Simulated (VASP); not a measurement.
Write the native input for VASP 6.6.1 that does the following.

| Item | Value |
| --- | --- |
| Task | single point |
| Functional | PBEsol |
| Potentials or basis | VASP PAW PBE potentials, release 64 (W_sv, Co) |
| Cutoff | 520 eV |
| k mesh | 12 × 12 × 12 |
| Occupations | gaussian, width 0.1 eV |
| Spin | collinear spin, ferromagnetic start |
| Starting moments | [0.48, 0.48, 0.11, 1.83] μB |
| Fixed moment | 3 μB |
| Dipole correction | no |
| Further INCAR settings | ALGO = Fast; EDIFF = 1e-06; NBANDS = 38 |

The structure of CoW3 lies in POSCAR:

```
CoW3
1.0
    0.0000000000      3.0720842694      3.0720842694
    3.0720842694      0.0000000000      3.0720842694
    3.0720842694      3.0720842694      0.0000000000
W Co
3 1
Direct
    0.2500000000      0.2500000000      0.2500000000
    0.7500000000      0.7500000000      0.7500000000
    0.5000000000      0.5000000000      0.5000000000
    0.0000000000      0.0000000000      0.0000000000
```

The input as run:

INCAR

```
SYSTEM = CoW3
ALGO     = Fast           ! electronic algorithm
EDIFF    = 1E-6           ! SCF threshold, eV
ENCUT    = 520            ! plane-wave cutoff, eV
GGA      = PS             ! functional
ISIF     = 2              ! what is computed and relaxed
ISMEAR   = 0              ! smearing method
ISPIN    = 2              ! spin polarisation
LASPH    = .True.         ! aspherical terms in the spheres
LCHARG   = .False.        ! write CHGCAR
LMAXMIX  = 4              ! l up to which the mixer works
LORBIT   = 11             ! projections on sites
LREAL    = .False.        ! projectors in reciprocal space
LWAVE    = .False.        ! write WAVECAR
MAGMOM   = 0.48 0.48 0.11 1.83 ! initial moments
NBANDS   = 38             ! bands
NELM     = 150            ! most SCF steps
NUPDOWN  = 3.0            ! fixed moment
PREC     = Accurate       ! precision mode
SIGMA    = 0.1            ! smearing width, eV
```

KPOINTS

```
k-points
0
Gamma
  12 12 12
  0 0 0
```

Potentials or basis: VASP PAW PBE potentials, release 64 (W_sv, Co).

Run with:

```bash
$ cat potpaw_PBE.64/W_sv/POTCAR potpaw_PBE.64/Co/POTCAR > POTCAR
$ mpirun -np 1 vasp_std > vasp.out
```

It gave:

```json
{
  "Pressure": "3.4 GPa",
  "Net moment": "3.00 μB per cell",
  "Site moments": "W +0.50, +0.13; Co +1.63 μB",
  "Valence electrons inside the program's atomic spheres": "W 12.10, 12.31; Co 8.26"
}
```

Caveat: the PAW data sets were made with another functional, which shifts forces and pressure a little; the total moment is fixed, so each spin has its own Fermi level.

It took 4.9 min on 1 thread of Intel(R) Xeon(R) Platinum 8375C CPU @ 2.90GHz (Ice Lake), with other jobs on the host, peak memory 0.36 GiB.
